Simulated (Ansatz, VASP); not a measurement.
## Two plane-wave programs on ZnCu

```
CELL_PARAMETERS angstrom
1.47469 -2.10225 0.00000
1.47469 2.10225 0.00000
0.00000 0.00000 4.10361
ATOMIC_POSITIONS crystal
Zn 0.50000 0.50000 0.50000
Cu 0.00000 0.00000 0.00000
```

Alike in both runs: task single point; functional r2SCAN; k mesh 12 × 12 × 7; no spin polarisation.

```csv
,VASP,Ansatz
version,VASP 6.6.1,Ansatz 0.2.0
potentials or method,"VASP PAW PBE potentials, release 64 (Zn, Cu), cutoff 520 eV","plane waves, PAW"
occupations,"methfessel-paxton of order 1, width 0.1 eV","cold, width 0.1 eV"
valence electrons in the cell,23,31
```

|  | VASP | Ansatz | Ansatz less VASP |
| --- | --- | --- | --- |
| pressure (GPa) | -1.6 | -2.2 | -0.57 |
| traceless stress, the component that is largest in VASP (GPa) | 1.03 | 1.02 | -0.014 |

VASP's potentials were made for PBE, not for r2SCAN. VASP's potentials hold 23 valence electrons a cell and Ansatz's 31, so a difference there can come from the potentials and not from the codes.
